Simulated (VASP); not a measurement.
# EuI3 (Pm-3m) in VASP: notebook

The runs below take EuI3 through single point, with LDA.

Everything below comes from runs of VASP 6.6.1. Logs are shortened: lines on timing, memory, paths and dates and some standing lists are left out, and cuts for length are marked.

## Step 1: The cell of the first run

It takes space group Pm-3m (No. 221, cubic). Conventional cell: a = 6.336 Å, b = 6.336 Å, c = 6.336 Å, α = 90.00°, β = 90.00°, γ = 90.00°. Eu (site symmetry m-3m) has 6 I at 3.17 Å within 4.2 Å. Within 4.2 Å of I (site symmetry 4/mmm) lie 2 Eu at 3.17 Å.

## Step 2: Single point, LDA, collinear spin, ferromagnetic start

Contents of INCAR:

```
SYSTEM = EuI3
  PREC = Accurate
  ENCUT = 520
  EDIFF = 1E-6
  ISMEAR = 0
  SIGMA = 0.05
  LREAL = .FALSE.
  LASPH = .TRUE.
  NELM = 150
  ALGO = Normal
  ISIF = 2
  LWAVE = .FALSE.
  LCHARG = .TRUE.
  ISPIN = 2
  MAGMOM = 6 0 0 0
  LORBIT = 11
  LMAXMIX = 6
  GGA = CA
  LELF = .TRUE.
  LVHAR = .TRUE.
  NBANDS = 31
```

Contents of KPOINTS:

```
Automatic mesh
0
G
  3 3 3
  0 0 0
```

Contents of POSCAR:

```
EuI3
1.0
    6.3356833300      0.0000000000      0.0000000000
    0.0000000000      6.3356833300      0.0000000000
    0.0000000000      0.0000000000      6.3356833300
Eu I
1 3
Direct
    0.0000000000      0.0000000000      0.0000000000
    0.5000000000      0.0000000000      0.0000000000
    0.0000000000      0.0000000000      0.5000000000
    0.0000000000      0.5000000000      0.0000000000
```

Potentials or basis: VASP PAW PBE potentials, release 64 (Eu, I).

Launch:

```console
cat potpaw_PBE.64/Eu/POTCAR potpaw_PBE.64/I/POTCAR > POTCAR
mpirun -np 1 vasp_std > vasp.out
```

OUTCAR:

```text
SYSTEM = EuI3
   PREC = Accurate
   ENCUT = 520
   EDIFF = 1E-6
   ISMEAR = 0
   LREAL = .FALSE.
   LASPH = .TRUE.
   NELM = 150
   ISIF = 2
   ISPIN = 2
   LORBIT = 11
   GGA = CA

 ion  position               nearest neighbor table
   1  0.000  0.000  0.000-   2 3.17   3 3.17   4 3.17   3 3.17   4 3.17   2 3.17
   2  0.500  0.000  0.000-   1 3.17   1 3.17
   3  0.000  0.000  0.500-   1 3.17   1 3.17
   4  0.000  0.500  0.000-   1 3.17   1 3.17

  LATTYP: Found a simple cubic cell.
 ALAT       =     6.3356833300

  Lattice vectors:

 A1 = (   6.3356833300,   0.0000000000,   0.0000000000)
 A2 = (   0.0000000000,   6.3356833300,   0.0000000000)
 A3 = (   0.0000000000,   0.0000000000,   6.3356833300)

Analysis of symmetry for initial positions (statically):
=====================================================================
 Subroutine PRICEL returns:
 Original cell was already a primitive cell.

 Routine SETGRP: Setting up the symmetry group for a
 simple cubic supercell.

 Subroutine GETGRP returns: Found 48 space group operations
 (whereof 48 operations were pure point group operations)
 out of a pool of 48 trial point group operations.

The static configuration has the point symmetry O_h .

Analysis of symmetry for dynamics (positions and initial velocities):
=====================================================================
 Subroutine PRICEL returns:
 Original cell was already a primitive cell.

 Routine SETGRP: Setting up the symmetry group for a
 simple cubic supercell.

 Subroutine GETGRP returns: Found 48 space group operations
 (whereof 48 operations were pure point group operations)
 out of a pool of 48 trial point group operations.

The dynamic configuration has the point symmetry O_h .

Analysis of structural, dynamic, and magnetic symmetry:
=====================================================================
 Subroutine PRICEL returns:
 Original cell was already a primitive cell.

 Routine SETGRP: Setting up the symmetry group for a
 simple cubic supercell.

 Subroutine GETGRP returns: Found 48 space group operations
 (whereof 48 operations were pure point group operations)
 out of a pool of 48 trial point group operations.

The overall configuration has the point symmetry O_h .

 Subroutine INISYM returns: Found 48 space group operations
 (whereof 48 operations are pure point group operations),
 and found     1 'primitive' translations

----------------------------------------------------------------------------------------

                                     Primitive cell

  volume of cell :     254.3199

  direct lattice vectors                    reciprocal lattice vectors
     6.335683330  0.000000000  0.000000000     0.157836171  0.000000000  0.000000000
     0.000000000  6.335683330  0.000000000     0.000000000  0.157836171  0.000000000
     0.000000000  0.000000000  6.335683330     0.000000000  0.000000000  0.157836171

  length of vectors
     6.335683330  6.335683330  6.335683330     0.157836171  0.157836171  0.157836171

  position of ions in fractional coordinates (direct lattice)
     0.000000000  0.000000000  0.000000000
     0.500000000  0.000000000  0.000000000
     0.000000000  0.000000000  0.500000000
     0.000000000  0.500000000  0.000000000

  ion indices of the primitive-cell ions
   primitive index   ion index
                 1           1
                 2           2
                 3           3
                 4           4

----------------------------------------------------------------------------------------

 KPOINTS: Automatic mesh

Automatic generation of k-mesh.
 Grid dimensions read from file:
 generate k-points for:    3    3    3

 Generating k-lattice:

  Cartesian coordinates                     Fractional coordinates (reciprocal lattice)
     0.052612057  0.000000000  0.000000000     0.333333333  0.000000000  0.000000000
     0.000000000  0.052612057  0.000000000     0.000000000  0.333333333  0.000000000
     0.000000000  0.000000000  0.052612057     0.000000000  0.000000000  0.333333333

  Length of vectors
     0.052612057  0.052612057  0.052612057

  Shift w.r.t. Gamma in fractional coordinates (k-lattice)
     0.000000000  0.000000000  0.000000000

 Subroutine IBZKPT returns following result:
 ===========================================

 Found      4 irreducible k-points:

 Following reciprocal coordinates:
            Coordinates               Weight
  0.000000  0.000000  0.000000      1.000000
  0.333333  0.000000  0.000000      6.000000
  0.333333  0.333333  0.000000     12.000000
  0.333333  0.333333  0.333333      8.000000
   k-points           NKPTS =      4   k-points in BZ     NKDIM =      4   number of bands    NBANDS=     31
   number of dos      NEDOS =    301   number of ions     NIONS =      4
   total plane-waves  NPLWV = 110592
   dimension x,y,z NGX =    48 NGY =   48 NGZ =   48
   dimension x,y,z NGXF=    96 NGYF=   96 NGZF=   96
   ions per type =               1   3
   NGX,Y,Z   is equivalent  to a cutoff of  12.60, 12.60, 12.60 a.u.
   NGXF,Y,Z  is equivalent  to a cutoff of  25.19, 25.19, 25.19 a.u.
 SYSTEM =  EuI3
   PREC   = accura    normal or accurate (medium, high low for compatibility)
   ISTART =      0    job   : 0-new  1-cont  2-samecut
   ICHARG =      2    charge: 1-file 2-atom 10-const
   ISPIN  =      2    spin polarized calculation?
   LNONCOLLINEAR =      F non collinear calculations
   LSORBIT =      F    spin-orbit coupling
   LASPH  =      T    aspherical Exc in radial PAW
   ENCUT  =  520.0 eV  38.22 Ry    6.18 a.u.  11.78 11.78 11.78*2*pi/ulx,y,z
   NELM   =    150;   NELMIN=  2; NELMDL= -5     # of ELM steps
   EDIFF  = 0.1E-05   stopping-criterion for ELM
   LREAL  =      F    real-space projection
[... 7 lines left out ...]
   TEBEG  =    0.0;   TEEND  =   0.0 temperature during run
   PSTRESS=    0.0 pullay stress
   NELECT =      38.0000    total number of electrons
   NUPDOWN=      -1.0000    fix difference up-down
   EMIN   =  10.00;   EMAX   =-10.00  energy-range for DOS
   EFERMI =   0.00;   METHOD = LEGACY
   ISMEAR =     0;   SIGMA  =   0.05  broadening in eV -4-tet -1-fermi 0-gaus
   EFERMI_NEDOS =   21; number of points for ismear=-14 and -15
   IALGO  =     38    algorithm
   IMIX   =      4    mixing-type and parameters
     AMIX     =   0.40;   BMIX     =  1.00
     AMIX_MAG =   1.60;   BMIX_MAG =  1.00
  volume/ion in A,a.u.               =      63.58       429.06
  Fermi-wavevector in a.u.,A,eV,Ry     =   0.868712  1.641628 10.267784  0.754661
  Thomas-Fermi vector in A             =   1.987430
   LORBIT       =     11    0 simple, 1 ext, 2 COOP (PROOUT), +10 PAW based schemes
   GGA     = CA    functional components
   LHFCALC =     F    Hartree Fock is set to
   AEXX    =    0.0000 exact exchange contribution
   IVDW    =     0    specifies the selected vdW correction
   LEPSILON=     F    determine dielectric tensor
   LRPA    =     F    only Hartree local field effects (RPA)
 spin polarized calculation
 Gauss-broadening in eV      SIGMA  =   0.05
  energy-cutoff  :      520.00
  volume of cell :      254.32
 maximum number of plane-waves:      6859
 NGX is ok and might be reduce to    48
   NGX = 23   NGY = 23   NGZ = 23

 number of electron      37.9999995 magnetization       6.0001446

 Free energy of the ion-electron system (eV)
  ---------------------------------------------------
  ext. energy  EPLUGINS =         0.00000000
  ---------------------------------------------------
  free energy    TOTEN  =       -21.47530050 eV

  energy without entropy =      -21.45986167  energy(sigma->0) =      -21.46758109

 E-fermi :  -1.4470     XC(G=0):  -6.5431

 val. band max:       -1.4573354511   @ k =   0.3333   0.3333   0.0000
 cond. band min:      -1.4365221158   @ k =   0.3333   0.3333   0.3333
 fundamental gap:      0.0208133352
 Fermi energy:        -1.4470182455

 spin component 1

 k-point     1 :       0.0000    0.0000    0.0000
  band No.  band energies     occupation
      1     -42.2041      1.00000
      2     -20.9892      1.00000
      3     -20.9892      1.00000
      4     -20.9892      1.00000
      5     -12.6961      1.00000
      6     -12.4040      1.00000
[... 23 lines left out ...]
     30       3.5879      0.00000
     31       5.3009      0.00000
[... 70 lines left out ...]
  band No.  band energies     occupation
      1     -42.2042      1.00000
      2     -20.9963      1.00000
      3     -20.9963      1.00000
      4     -20.9963      1.00000
      5     -12.4486      1.00000
      6     -12.3705      1.00000
[... 23 lines left out ...]
     30       4.7076      0.00000
     31       5.8415      0.00000
 Fermi energy:        -1.4470182455

 spin component 2

 k-point     1 :       0.0000    0.0000    0.0000
  band No.  band energies     occupation
      1     -39.5029      1.00000
      2     -19.0083      1.00000
      3     -19.0083      1.00000
      4     -19.0083      1.00000
      5     -12.7905      1.00000
      6     -12.5093      1.00000
[... 23 lines left out ...]
     30       3.6495      0.00000
     31       5.2646      0.00000
[... 71 lines left out ...]
      1     -39.5030      1.00000
      2     -19.0250      1.00000
      3     -19.0249      1.00000
      4     -19.0249      1.00000
      5     -12.5257      1.00000
      6     -12.4501      1.00000
[... 23 lines left out ...]
     30       4.9850      0.00000
     31       5.9848      0.00000

------------------------ aborting loop because EDIFF is reached ----------------------------------------

  FORCE on cell =-STRESS in cart. coord.  units (eV):
  Direction    XX          YY          ZZ          XY          YZ          ZX
  --------------------------------------------------------------------------------------
  -------------------------------------------------------------------------------------
  Total       -3.3060218     -3.3060218     -3.3060218      0.0000000     -0.0000000      0.0000000
  in kB      -20.8274406    -20.8274406    -20.8274406      0.0000000     -0.0000000      0.0000000
  external PRESSURE =     -20.8274406 kB  Pullay stress =       0.0000000 kB

 VOLUME and BASIS-vectors are now :
 -----------------------------------------------------------------------------
  energy-cutoff  :      520.00
  volume of cell :      254.32
      direct lattice vectors                 reciprocal lattice vectors
     6.335683330  0.000000000  0.000000000     0.157836171  0.000000000  0.000000000
     0.000000000  6.335683330  0.000000000     0.000000000  0.157836171  0.000000000
     0.000000000  0.000000000  6.335683330     0.000000000  0.000000000  0.157836171

 POSITION                                       TOTAL-FORCE (eV/Angst)
 -----------------------------------------------------------------------------------
      0.00000      0.00000      0.00000         0.000000      0.000000      0.000000
      3.16784      0.00000      0.00000         0.000000      0.000000      0.000000
      0.00000      0.00000      3.16784         0.000000      0.000000      0.000000
      0.00000      3.16784      0.00000         0.000000      0.000000      0.000000
 -----------------------------------------------------------------------------------
    total drift:                                0.000000     -0.000000      0.000000

  FREE ENERGIE OF THE ION-ELECTRON SYSTEM (eV)
  ---------------------------------------------------
  free  energy   TOTEN  =       -21.4753005020 eV

  energy  without entropy=      -21.4598616688  energy(sigma->0) =      -21.46758109

 total charge

# of ion       s       p       d       f       tot
--------------------------------------------------
    1        2.025   5.679   0.321   6.488  14.512
    2        1.505   2.769   0.004   0.000   4.278
    3        1.505   2.769   0.004   0.000   4.278
    4        1.505   2.769   0.004   0.000   4.278
--------------------------------------------------
tot          6.539  13.986   0.333   6.488  27.345

 magnetization (x)

# of ion       s       p       d       f       tot
--------------------------------------------------
    1       -0.008  -0.089   0.051   6.432   6.387
    2       -0.003  -0.134   0.001   0.000  -0.136
    3       -0.003  -0.134   0.001   0.000  -0.136
    4       -0.003  -0.134   0.001   0.000  -0.136
--------------------------------------------------
tot         -0.018  -0.490   0.054   6.432   5.979
```

Run time: 2.5 min. Hardware: 1 thread of Intel Xeon Platinum 8259CL at 2.50GHz (Skylake/Cascade Lake), shared host; peak memory 0.31 GiB.

Results:

```
Free energy                                           : -21.4753 eV
Pressure                                              : -2.1 GPa
Band gap on the k mesh                                : zero (filled and empty bands overlap)
Net moment                                            : 6.00 μB per cell
Site moments                                          : Eu +6.39; I -0.14 μB
Valence electrons inside the program's atomic spheres : Eu 14.51; I 4.28
```

Caveat: the PAW data sets were made with another functional, which shifts forces and pressure a little; spin-orbit coupling is left out, which moves the levels of the heavy elements; semilocal functionals describe open f shells poorly, which spoils levels, moments and volumes. The state reached can hang on the start; a lower one may exist.

## Step 3: Single point, LDA, collinear spin, ferromagnetic start

Contents of INCAR:

```
SYSTEM = EuI3
PREC = Accurate
ENCUT = 520
EDIFF = 1E-6
ISMEAR = 0
SIGMA = 0.05
LREAL = .FALSE.
LASPH = .TRUE.
NELM = 150
ALGO = Normal
ISIF = 2
LWAVE = .FALSE.
LCHARG = .TRUE.
ISPIN = 2
MAGMOM = 7.21 -0.18 -0.18 -0.18
LORBIT = 11
LMAXMIX = 6
GGA = CA
LELF = .TRUE.
LVHAR = .TRUE.
NBANDS = 31
```

Contents of KPOINTS:

```
regular mesh
0
G
  3 3 3
  0 0 0
```

POSCAR is that of step 2.

Potentials or basis: VASP PAW PBE potentials, release 64 (Eu, I).

Launch:

```console
cat potpaw_PBE.64/Eu/POTCAR potpaw_PBE.64/I/POTCAR > POTCAR
mpirun -np 1 vasp_std > vasp.out
```

Wall time 2.2 min (1 thread of Intel Xeon Platinum 8259CL at 2.50GHz (Skylake/Cascade Lake), shared host); peak memory 0.31 GiB.

Results (log left out):

```yaml
Free_energy: -21.4753 eV
Pressure: -2.1 GPa
Band_gap_on_the_k_mesh: zero (filled and empty bands overlap)
Net_moment: 6.00 μB per cell
Site_moments: Eu +6.39; I -0.14 μB
Valence_electrons_inside_the_program's_atomic_spheres: Eu 14.51; I 4.28
```

Levels at points of the mesh, in eV from the Fermi level:
Spin up:
```csv
k point,band 18,band 19,band 20,band 21,band 22,band 23,band 24,band 25
"(0.00, 0.00, 0.00)",-0.07,-0.07,-0.07,0.19,0.19,0.19,2.92,2.92
```
Spin down:
| k point | band 12 | band 13 | band 14 | band 15 | band 16 | band 17 | band 18 | band 19 | band 20 | band 21 |
| --- | --- | --- | --- | --- | --- | --- | --- | --- | --- | --- |
| (0.00, 0.00, 0.00) | -0.58 | -0.58 | -0.44 | -0.44 | -0.44 | 3.40 | 3.40 | 3.40 | 3.94 | 4.08 |

Caveat: the PAW data sets were made with another functional, which shifts forces and pressure a little; spin-orbit coupling is left out, which moves the levels of the heavy elements; semilocal functionals describe open f shells poorly, which spoils levels, moments and volumes. The state reached can hang on the start; a lower one may exist.
